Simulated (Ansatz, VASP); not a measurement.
## Ti3Zn in VASP and in Ansatz

The input INCAR:

```
PREC = Accurate
ENCUT = 520
EDIFF = 1E-6
ISMEAR = 0
SIGMA = 0.15
LREAL = False
LASPH = True
NELM = 100
ALGO = Fast
ISIF = 2
LWAVE = False
LCHARG = False
NBANDS = 32
```

The input KPOINTS:

```
Automatic mesh
0
Gamma
  12 12 12
```

POSCAR

```
Ti3Zn
1.0
    3.8389348898      0.0000000000      0.0000000000
    0.0000000000      3.8389348898      0.0000000000
    0.0000000000      0.0000000000      3.8389348898
Ti Zn
3 1
Direct
    0.0000000000      0.5000000000      0.5000000000
    0.5000000000      0.0000000000      0.5000000000
    0.5000000000      0.5000000000      0.0000000000
    0.0000000000      0.0000000000      0.0000000000
```

Input for Ansatz:

```yaml
crystal:
  lattice:
    - [3.8389348898, 0.0, 0.0]
    - [0.0, 3.8389348898, 0.0]
    - [0.0, 0.0, 3.8389348898]
  atoms:
    - { symbol: Ti, position: [0.0, 0.5, 0.5] }
    - { symbol: Ti, position: [0.5, 0.0, 0.5] }
    - { symbol: Ti, position: [0.5, 0.5, 0.0] }
    - { symbol: Zn, position: [0.0, 0.0, 0.0] }
basis:
  ecutwfc: 520.0
kpoints:
  mp_grid: { grid: [12, 12, 12] }
hamiltonian:
  xc: lda
scf:
  occupations: { method: gaussian, width: 0.15 }
output:
  forces: true
  stress: true
  eigenvalues: true
  write_density: true
  write_potential: true
  elf: true
  volumetric_format: npy
```

Alike in both runs: task single point; functional LDA; k mesh 12 × 12 × 12; occupations gaussian, width 0.15 eV; no spin polarisation.

|  | VASP | Ansatz |
| --- | --- | --- |
| version | VASP 6.6.1 | Ansatz 0.2.0 |
| potentials or method | VASP PAW LDA potentials, release 64 (Ti_sv, Zn), cutoff 520 eV | scalar-relativistic, plane waves, PAW |
| valence electrons in the cell | 48 | 48 |

|  | VASP | Ansatz | Ansatz less VASP |
| --- | --- | --- | --- |
| gap on the k mesh at the Fermi level (eV) | none | none | - |
| pressure (GPa) | 8.1 | 7.9 | -0.18 |

LDA's correlation is that of Perdew and Zunger in VASP and of Perdew and Wang (1992) in Ansatz. A gap of «none» marks a metal or a gap that the smearing closes.
